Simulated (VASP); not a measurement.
Write the native input for VASP 6.6.1 that does the following.

- Task: single point
- Functional: PBE
- Dispersion: D3(BJ)
- Potentials or basis: VASP PAW PBE potentials, release 64 (C, O)
- Cutoff: 520 eV
- k mesh: 2 × 2 × 1
- Occupations: fermi-dirac, width 0.02 eV
- Spin: no spin polarisation
- Dipole correction: no
- Further INCAR settings: LREAL = Auto; ALGO = Normal; EDIFF = 1e-06; NBANDS = 57

The structure of C19O lies in POSCAR:

```
C19O
1.0
    7.3980000000      0.0000000000      0.0000000000
   -3.6990000000      6.4068560000      0.0000000000
    0.0000000000      0.0000000000     11.0000000000
C O
19 1
Direct
   -0.0040113543     -0.0049029911      0.0801590039
    0.2190527124      0.1066453540      0.0802907682
   -0.0044851163      0.3301620874      0.0801501419
    0.2195330674      0.4421532639      0.0802535065
   -0.0023051372      0.6639541076      0.0790915933
    0.2173319557      0.7737761128      0.0794886138
    0.3288617663     -0.0031870088      0.0800648131
    0.5528668469      0.1088351799      0.0802098286
    0.3310561253      0.3306425975      0.0803926924
    0.5506728774      0.4404481734      0.0801347580
    0.3293361141      0.6617850266      0.0800300455
    0.5523885433      0.7733025594      0.0801769467
    0.6643567798     -0.0027029299      0.0802356497
    0.8839722115      0.1071024202      0.0803372081
    0.6626454282      0.3284457537      0.0800152794
    0.8856703522      0.4399564802      0.0796252135
    0.6621680248      0.6634650089      0.0799819300
    0.8861454606      0.7754558315      0.0796144897
   -0.0659027093      0.6414268928      0.3689814072
    0.1049119512      0.7351251801      0.3962208104
```

These files were run (other wordings do the same):

INCAR

```
PREC = Accurate ; ENCUT = 520
EDIFF = 1E-6 ; ISMEAR = -1
SIGMA = 0.02 ; LREAL = Auto
LASPH = T ; NELM = 60
ALGO = Normal ; ISIF = 2
LWAVE = F ; LCHARG = F
GGA = PE ; IVDW = 12
NBANDS = 57
```

KPOINTS

```
regular mesh
0
Gamma
  2 2 1
```

Potentials or basis: VASP PAW PBE potentials, release 64 (C, O).

Launch:

```sh
$ cat potpaw_PBE.64/C/POTCAR potpaw_PBE.64/O/POTCAR > POTCAR
$ mpirun -np 1 vasp_std > vasp.out
```

It gave:

- Largest force: 0.873 eV/Å
- Band gap on the k mesh: 0.21 eV
- Dispersion energy per atom: -0.088 eV

Caveat: the k points lie up to 0.49 Å⁻¹ apart; there is no dipole correction, which matters where the two faces differ; semilocal functionals underestimate gaps, and a narrow one can read as zero.

It took 3.8 min on 1 thread of Intel(R) Xeon(R) Platinum 8488C (Sapphire Rapids) (shared host), peak memory 0.58 GiB.
